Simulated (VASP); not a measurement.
# Fe (Im-3m) in VASP: a series of runs

The runs below take Fe through single point, with PBE.

Program: VASP 6.6.1. These are calculated values, not measurements. Logs are shortened: lines on timing, memory, paths and dates and some standing lists are left out, and cuts for length are marked.

**1. The cell of the first run**

The structure is cubic, space group Im-3m (No. 229). Conventional cell: a = 2.741 Å, b = 2.741 Å, c = 2.741 Å, α = 90.00°, β = 90.00°, γ = 90.00°. Within 3.1 Å of Fe (site symmetry m-3m) lie 14 Fe at 2.37 to 2.74 Å.

**2. Single point, PBE**

INCAR

```
PREC = Accurate ; ENCUT = 520
EDIFF = 1E-7 ; ISMEAR = -1
SIGMA = 0.06122561905347299 ; LREAL = False
LASPH = True ; NELM = 60
ALGO = Normal ; ISIF = 2
LWAVE = False ; LCHARG = False
GGA = PE ; NBANDS = 10
```

KPOINTS

```
Automatic mesh
0
Gamma
  28 28 28
```

POSCAR

```
Fe
1.0
   -1.3704831148      1.3704831148      1.3704831148
    1.3704831148     -1.3704831148      1.3704831148
    1.3704831148      1.3704831148     -1.3704831148
Fe
1
Direct
    0.0000000000      0.0000000000      0.0000000000
```

Potentials or basis: VASP PAW PBE potentials, release 64 (Fe).

Launch:

```
$ cat potpaw_PBE.64/Fe/POTCAR > POTCAR
$ mpirun -np 1 vasp_std > vasp.out
```

OUTCAR:

```text
PREC = Accurate
   ENCUT = 520
   EDIFF = 1E-7
   ISMEAR = -1
   LREAL = False
   LASPH = True
   NELM = 60
   ISIF = 2
   GGA = PE

 ion  position               nearest neighbor table
   1  0.000  0.000  0.000-

  LATTYP: Found a body centered cubic cell.
 ALAT       =     2.7409662296

  Lattice vectors:

 A1 = (  -1.3704831148,   1.3704831148,   1.3704831148)
 A2 = (   1.3704831148,  -1.3704831148,   1.3704831148)
 A3 = (   1.3704831148,   1.3704831148,  -1.3704831148)

Analysis of symmetry for initial positions (statically):
=====================================================================
 Subroutine PRICEL returns:
 Original cell was already a primitive cell.

 Routine SETGRP: Setting up the symmetry group for a
 body centered cubic supercell.

 Subroutine GETGRP returns: Found 48 space group operations
 (whereof 48 operations were pure point group operations)
 out of a pool of 48 trial point group operations.

The static configuration has the point symmetry O_h .

Analysis of symmetry for dynamics (positions and initial velocities):
=====================================================================
 Subroutine PRICEL returns:
 Original cell was already a primitive cell.

 Routine SETGRP: Setting up the symmetry group for a
 body centered cubic supercell.

 Subroutine GETGRP returns: Found 48 space group operations
 (whereof 48 operations were pure point group operations)
 out of a pool of 48 trial point group operations.

The dynamic configuration has the point symmetry O_h .

 Subroutine INISYM returns: Found 48 space group operations
 (whereof 48 operations are pure point group operations),
 and found     1 'primitive' translations

----------------------------------------------------------------------------------------

                                     Primitive cell

  volume of cell :      10.2963

  direct lattice vectors                    reciprocal lattice vectors
    -1.370483115  1.370483115  1.370483115     0.000000000  0.364834849  0.364834849
     1.370483115 -1.370483115  1.370483115     0.364834849  0.000000000  0.364834849
     1.370483115  1.370483115 -1.370483115     0.364834849  0.364834849  0.000000000

  length of vectors
     2.373746386  2.373746386  2.373746386     0.515954391  0.515954391  0.515954391

  position of ions in fractional coordinates (direct lattice)
     0.000000000  0.000000000  0.000000000

  ion indices of the primitive-cell ions
   primitive index   ion index
                 1           1

----------------------------------------------------------------------------------------

 KPOINTS: Automatic mesh

Automatic generation of k-mesh.
 Grid dimensions read from file:
 generate k-points for:   28   28   28

 Generating k-lattice:

  Cartesian coordinates                     Fractional coordinates (reciprocal lattice)
     0.000000000  0.013029816  0.013029816     0.035714286  0.000000000  0.000000000
     0.013029816  0.000000000  0.013029816     0.000000000  0.035714286  0.000000000
     0.013029816  0.013029816  0.000000000     0.000000000  0.000000000  0.035714286

  Length of vectors
     0.018426943  0.018426943  0.018426943

  Shift w.r.t. Gamma in fractional coordinates (k-lattice)
     0.000000000  0.000000000  0.000000000

 Subroutine IBZKPT returns following result:
 ===========================================

 Found    624 irreducible k-points:

 Following reciprocal coordinates:
            Coordinates               Weight
  0.000000  0.000000  0.000000      1.000000
  0.035714  0.000000  0.000000     12.000000
  0.071429  0.000000  0.000000     12.000000
  0.107143  0.000000  0.000000     12.000000
  0.142857  0.000000  0.000000     12.000000
  0.178571  0.000000  0.000000     12.000000
[... 16 lines left out ...]
  0.285714  0.035714  0.000000     48.000000
  0.321429  0.035714  0.000000     48.000000
 [... further k-points ...]
   k-points           NKPTS =    624   k-points in BZ     NKDIM =    624   number of bands    NBANDS=     10
   number of dos      NEDOS =    301   number of ions     NIONS =      1
   total plane-waves  NPLWV =   5832
   dimension x,y,z NGX =    18 NGY =   18 NGZ =   18
   dimension x,y,z NGXF=    36 NGYF=   36 NGZF=   36
   ions per type =               1
   NGX,Y,Z   is equivalent  to a cutoff of  12.61, 12.61, 12.61 a.u.
   NGXF,Y,Z  is equivalent  to a cutoff of  25.21, 25.21, 25.21 a.u.
 SYSTEM =  unknown system
   PREC   = accura    normal or accurate (medium, high low for compatibility)
   ISTART =      0    job   : 0-new  1-cont  2-samecut
   ICHARG =      2    charge: 1-file 2-atom 10-const
   ISPIN  =      1    spin polarized calculation?
   LNONCOLLINEAR =      F non collinear calculations
   LSORBIT =      F    spin-orbit coupling
   LASPH  =      T    aspherical Exc in radial PAW
   ENCUT  =  520.0 eV  38.22 Ry    6.18 a.u.   4.41  4.41  4.41*2*pi/ulx,y,z
   NELM   =     60;   NELMIN=  2; NELMDL= -5     # of ELM steps
   EDIFF  = 0.1E-06   stopping-criterion for ELM
   LREAL  =      F    real-space projection
   EDIFFG = 0.1E-05   stopping-criterion for IOM
   NSW    =      0    number of steps for IOM
   IBRION =     -1    ionic relax: 0-MD 1-quasi-New 2-CG
   NFREE  =      0    steps in history (QN), initial steepest desc. (CG)
   ISIF   =      2    stress and relaxation
   ISYM   =      2    0-nonsym 1-usesym 2-fastsym
   POTIM  = 0.5000    time-step for ionic-motion
   TEBEG  =    0.0;   TEEND  =   0.0 temperature during run
   PSTRESS=    0.0 pullay stress
   NELECT =       8.0000    total number of electrons
   NUPDOWN=      -1.0000    fix difference up-down
   EMIN   =  10.00;   EMAX   =-10.00  energy-range for DOS
   EFERMI =   0.00;   METHOD = LEGACY
   ISMEAR =    -1;   SIGMA  =   0.06  broadening in eV -4-tet -1-fermi 0-gaus
   EFERMI_NEDOS =   21; number of points for ismear=-14 and -15
   IALGO  =     38    algorithm
   IMIX   =      4    mixing-type and parameters
     AMIX     =   0.40;   BMIX     =  1.00
     AMIX_MAG =   1.60;   BMIX_MAG =  1.00
  volume/ion in A,a.u.               =      10.30        69.48
  Fermi-wavevector in a.u.,A,eV,Ry     =   1.505028  2.844090 30.818668  2.265108
  Thomas-Fermi vector in A             =   2.615930
   LORBIT       =      0    0 simple, 1 ext, 2 COOP (PROOUT), +10 PAW based schemes
   GGA     = PE    functional components
   LHFCALC =     F    Hartree Fock is set to
   AEXX    =    0.0000 exact exchange contribution
   IVDW    =     0    specifies the selected vdW correction
   LEPSILON=     F    determine dielectric tensor
   LRPA    =     F    only Hartree local field effects (RPA)
 non-spin polarized calculation
  energy-cutoff  :      520.00
  volume of cell :       10.30
 maximum number of plane-waves:       285
 NGX is ok and might be reduce to    18
   NGX =  9   NGY =  9   NGZ =  9

 number of electron       7.9999991 magnetization

 Free energy of the ion-electron system (eV)
  ---------------------------------------------------
  ext. energy  EPLUGINS =         0.00000000
  ---------------------------------------------------
  free energy    TOTEN  =        -7.78167152 eV

  energy without entropy =       -7.74209963  energy(sigma->0) =       -7.76188557

 E-fermi :   6.9448     XC(G=0): -13.7262

 val. band max:        6.9444212014   @ k =   0.1786   0.0357   0.0357
 cond. band min:       6.9453450910   @ k =  -0.3929   0.4643   0.2857
 fundamental gap:      0.0009238896
 Fermi energy:         6.9448392578

 k-point     1 :       0.0000    0.0000    0.0000
  band No.  band energies     occupation
      1      -2.0597      2.00000
      2       5.1058      2.00000
      3       5.1058      2.00000
      4       5.1058      2.00000
      5       6.8930      1.39950
      6       6.8930      1.39949
      7      32.7914      0.00000
      8      32.7914      0.00000
      9      32.7914      0.00000
     10      38.7090      0.00000

 k-point     2 :       0.0357    0.0000    0.0000
  band No.  band energies     occupation
      1      -2.0022      2.00000
      2       5.0876      2.00000
      3       5.1040      2.00000
      4       5.1398      2.00000
      5       6.8732      1.52653
      6       6.8945      1.38957
      7      32.4602      0.00000
      8      32.7305      0.00000
      9      32.7748      0.00000
     10      38.5003      0.00000

 k-point     3 :       0.0714    0.0000    0.0000
  band No.  band energies     occupation
      1      -1.8311      2.00000
      2       5.0339      2.00000
      3       5.0965      2.00000
      4       5.2404      2.00000
      5       6.8186      1.77433
      6       6.8989      1.35831
      7      31.5876      0.00000
      8      32.5238      0.00000
      9      32.7282      0.00000
     10      38.1147      0.00000

 k-point     4 :       0.1071    0.0000    0.0000
  band No.  band energies     occupation
      1      -1.5510      2.00000
      2       4.9483      2.00000
      3       5.0773      2.00000
      4       5.4049      2.00000
      5       6.7437      1.92779
      6       6.9069      1.30033
      7      30.3699      0.00000
      8      32.1258      0.00000
      9      32.6593      0.00000
     10      37.8813      0.00000

 k-point     5 :       0.1429    0.0000    0.0000
  band No.  band energies     occupation
      1      -1.1705      2.00000
      2       4.8360      2.00000
      3       5.0398      2.00000
      4       5.6281      2.00000
      5       6.6695      1.97797
      6       6.9190      1.20765
      7      28.9381      0.00000
      8      31.5314      0.00000
      9      32.5777      0.00000
     10      36.9387      0.00000

 k-point     6 :       0.1786    0.0000    0.0000
  band No.  band energies     occupation
      1      -0.7035      2.00000
      2       4.7037      2.00000
      3       4.9825      2.00000
      4       5.9027      2.00000
      5       6.6167      1.99063
      6       6.9359      1.07295
      7      27.3741      0.00000
      8      30.7972      0.00000
      9      32.4920      0.00000
     10      35.6834      0.00000

 k-point     7 :       0.2143    0.0000    0.0000
  band No.  band energies     occupation
      1      -0.1719      2.00000
      2       4.5588      2.00000
      3       4.9189      2.00000
      4       6.2191      1.99999
      5       6.5984      1.99305
      6       6.9578      0.89490
      7      25.7364      0.00000
      8      30.0005      0.00000
      9      32.4090      0.00000
     10      34.4825      0.00000

 k-point     8 :       0.2500    0.0000    0.0000
  band No.  band energies     occupation
      1       0.3891      2.00000
      2       4.4092      2.00000
      3       4.8840      2.00000
      4       6.5651      1.99596
      5       6.6154      1.99083
      6       6.9843      0.68829
      7      24.0714      0.00000
      8      29.2047      0.00000
      9      32.3328      0.00000
     10      33.3509      0.00000

 k-point     9 :       0.2857    0.0000    0.0000
  band No.  band energies     occupation
      1       0.9263      2.00000
      2       4.2625      2.00000
      3       4.9353      2.00000
      4       6.6601      1.98106
      5       6.9259      1.15319
      6       7.0147      0.48435
      7      22.4182      0.00000
      8      28.4541      0.00000
      9      32.2657      0.00000
     10      32.3054      0.00000
[... 118 lines left out ...]
 k-point    19 :       0.1429    0.0357    0.0000
  band No.  band energies     occupation
      1      -0.9068      2.00000
      2       4.7738      2.00000
      3       4.9845      2.00000
      4       5.7955      2.00000
      5       6.6217      1.98984
      6       6.9385      1.05132
      7      28.1643      0.00000
      8      30.7559      0.00000
      9      32.7968      0.00000
     10      35.7773      0.00000

 k-point    20 :       0.1786    0.0357    0.0000
  band No.  band energies     occupation
      1      -0.4054      2.00000
      2       4.6339      2.00000
      3       4.9199      2.00000
      4       6.0944      2.00000
      5       6.5839      1.99451
      6       6.9612      0.86710
      7      26.5713      0.00000
      8      30.0269      0.00000
      9      32.6500      0.00000
     10      34.6744      0.00000

 k-point    21 :       0.2143    0.0357    0.0000
  band No.  band energies     occupation
      1       0.1451      2.00000
      2       4.4857      2.00000
      3       4.8620      2.00000
      4       6.4289      1.99956
      5       6.5843      1.99448
      6       6.9883      0.65927
      7      24.9220      0.00000
      8      29.2730      0.00000
      9      32.4282      0.00000
     10      33.6999      0.00000

 k-point    22 :       0.2500    0.0357    0.0000
  band No.  band energies     occupation
      1       0.7013      2.00000
      2       4.3369      2.00000
      3       4.8559      2.00000
      4       6.6128      1.99121
      5       6.7926      1.84645
      6       7.0196      0.45555
      7      23.2615      0.00000
      8      28.5382      0.00000
      9      31.9853      0.00000
     10      33.0205      0.00000

 k-point    23 :       0.2857    0.0357    0.0000
  band No.  band energies     occupation
      1       1.2006      2.00000
      2       4.1949      2.00000
      3       4.9651      2.00000
      4       6.6704      1.97765
      5       7.0507      0.30149
      6       7.1635      0.05465
      7      21.6287      0.00000
      8      27.8568      0.00000
      9      31.2633      0.00000
     10      32.7157      0.00000

 k-point    24 :       0.3214    0.0357    0.0000
  band No.  band energies     occupation
      1       1.5767      2.00000
      2       4.0661      2.00000
      3       5.2465      2.00000
      4       6.7399      1.93200
      5       7.0895      0.17220
      6       7.5236      0.00016
      7      20.0624      0.00000
      8      27.2545      0.00000
      9      30.4989      0.00000
     10      32.5717      0.00000

 [... further k-points ...]
[... 5 lines left out ...]
  --------------------------------------------------------------------------------------
  -------------------------------------------------------------------------------------
  Total        0.3188882      0.3188882      0.3188882      0.0000000      0.0000000      0.0000000
  in kB       49.6212787     49.6212787     49.6212787      0.0000000      0.0000000      0.0000000
  external PRESSURE =      49.6212787 kB  Pullay stress =       0.0000000 kB

 VOLUME and BASIS-vectors are now :
 -----------------------------------------------------------------------------
  energy-cutoff  :      520.00
  volume of cell :       10.30
      direct lattice vectors                 reciprocal lattice vectors
    -1.370483115  1.370483115  1.370483115     0.000000000  0.364834849  0.364834849
     1.370483115 -1.370483115  1.370483115     0.364834849  0.000000000  0.364834849
     1.370483115  1.370483115 -1.370483115     0.364834849  0.364834849  0.000000000

 POSITION                                       TOTAL-FORCE (eV/Angst)
 -----------------------------------------------------------------------------------
      0.00000      0.00000      0.00000         0.000000      0.000000     -0.000000
 -----------------------------------------------------------------------------------
    total drift:                                0.000000     -0.000000      0.000000

  FREE ENERGIE OF THE ION-ELECTRON SYSTEM (eV)
  ---------------------------------------------------
  free  energy   TOTEN  =        -7.7816715183 eV

  energy  without entropy=       -7.7420996304  energy(sigma->0) =       -7.76188557
```

It took 2.1 min on 1 thread of AMD EPYC 7R13, shared host; peak memory 0.15 GiB.

Results:

| Property | Result |
| --- | --- |
| Free energy | -7.7817 eV |
| Pressure | 5.0 GPa |
| Band gap on the k mesh | zero (band 4 reaches 8.01 eV, above the bottom of band 5 at 5.82 eV) |

Levels at points of the mesh, in eV from the Fermi level:
```tsv
k point	band 2	band 3	band 4	band 5	band 6	band 7
(0.00, 0.00, 0.00)	-1.84	-1.84	-1.84	-0.05	-0.05	25.85
(0.50, 0.00, 0.00)	-3.17	-0.07	0.21	0.50	1.39	8.75
(0.50, 0.50, 0.50)	-4.79	1.06	1.06	1.06	10.73	10.73
```

Caveat: the run has no spin polarisation, though such a crystal can be magnetic. Spin polarisation is off, so any magnetic state and its effect on volume and gap are missing.

**3. Single point, PBE**

INCAR

```
SYSTEM = Fe
PREC = Accurate
ENCUT = 520
EDIFF = 1E-6
ISMEAR = -1
SIGMA = 0.06122561905347299
LREAL = .FALSE.
LASPH = .TRUE.
NELM = 100
ALGO = Normal
ISIF = 2
LWAVE = .FALSE.
LCHARG = .FALSE.
GGA = PE
NBANDS = 10
```

KPOINTS

```
Automatic mesh
0
G
  28 28 28
  0 0 0
```

POSCAR is that of step 2.

Potentials or basis: VASP PAW PBE potentials, release 64 (Fe).

Launch:

```
$ cat potpaw_PBE.64/Fe/POTCAR > POTCAR
$ mpirun -np 1 vasp_std > vasp.out
```

Wall time 1.8 min (1 thread of AMD EPYC 7R13, shared host); peak memory 0.14 GiB.

The run converged. Its results:

| Quantity | Value |
| --- | --- |
| Free energy | -7.7817 eV |
| Pressure | 5.0 GPa |
| Band gap on the k mesh | zero (band 4 reaches 8.01 eV, above the bottom of band 5 at 5.82 eV) |

Levels at points of the mesh, in eV from the Fermi level:
| k point | band 2 | band 3 | band 4 | band 5 | band 6 | band 7 |
| --- | --- | --- | --- | --- | --- | --- |
| (0.00, 0.00, 0.00) | -1.84 | -1.84 | -1.84 | -0.05 | -0.05 | 25.85 |
| (0.50, 0.00, 0.00) | -3.17 | -0.07 | 0.21 | 0.50 | 1.39 | 8.75 |
| (0.50, 0.50, 0.50) | -4.79 | 1.06 | 1.06 | 1.06 | 10.73 | 10.73 |

Caveat: the run has no spin polarisation, though such a crystal can be magnetic. Spin polarisation is off, so any magnetic state and its effect on volume and gap are missing.

**4. Single point, PBE**

This run uses another cell than the first one, of 10.51 Å³/atom, 1.020 times its volume.

INCAR

```
SYSTEM = Fe
PREC     = Accurate       ! precision mode
ENCUT    = 520            ! plane-wave cutoff, eV
EDIFF    = 1E-6           ! SCF threshold, eV
ISMEAR   = -1             ! smearing method
SIGMA    = 0.06122561905347299 ! smearing width, eV
LREAL    = .False.        ! projectors in reciprocal space
LASPH    = .True.         ! aspherical terms in the spheres
NELM     = 100            ! most SCF steps
ALGO     = Normal         ! electronic algorithm
ISIF     = 2              ! what is computed and relaxed
LWAVE    = .False.        ! write WAVECAR
LCHARG   = .False.        ! write CHGCAR
GGA      = PE             ! functional
NBANDS   = 10             ! bands
```

KPOINTS

```
Automatic mesh
0
Gamma
  28 28 28
  0 0 0
```

POSCAR

```
Fe
1.0
   -1.3797434168      1.3797434168      1.3797434168
    1.3797434168     -1.3797434168      1.3797434168
    1.3797434168      1.3797434168     -1.3797434168
Fe
1
Direct
    0.0000000000      0.0000000000      0.0000000000
```

Launch:

```
$ cat potpaw_PBE.64/Fe/POTCAR > POTCAR
$ mpirun -np 1 vasp_std > vasp.out
```

Wall time 98 s (1 thread of AMD EPYC 7R13, shared host); peak memory 0.15 GiB.

Results (log left out):

| Property | Result |
| --- | --- |
| Free energy | -7.7844 eV |
| Pressure | -0.6 GPa |
| Band gap on the k mesh | zero (band 4 reaches 7.75 eV, above the bottom of band 5 at 5.62 eV) |

Levels at points of the mesh, in eV from the Fermi level:
```csv
k point,band 1,band 2,band 3,band 4,band 5,band 6,band 7,band 8
"(0.00, 0.00, 0.00)",-8.88,-1.79,-1.79,-1.79,-0.05,-0.05,25.64,25.64
"(0.50, 0.00, 0.00)",-4.89,-3.08,-0.07,0.20,0.50,1.35,8.55,19.00
"(0.50, 0.50, 0.50)",-4.65,-4.65,1.03,1.03,1.03,10.58,10.58,10.58
```

Caveat: the run has no spin polarisation, though such a crystal can be magnetic. Spin polarisation is off, so any magnetic state and its effect on volume and gap are missing.
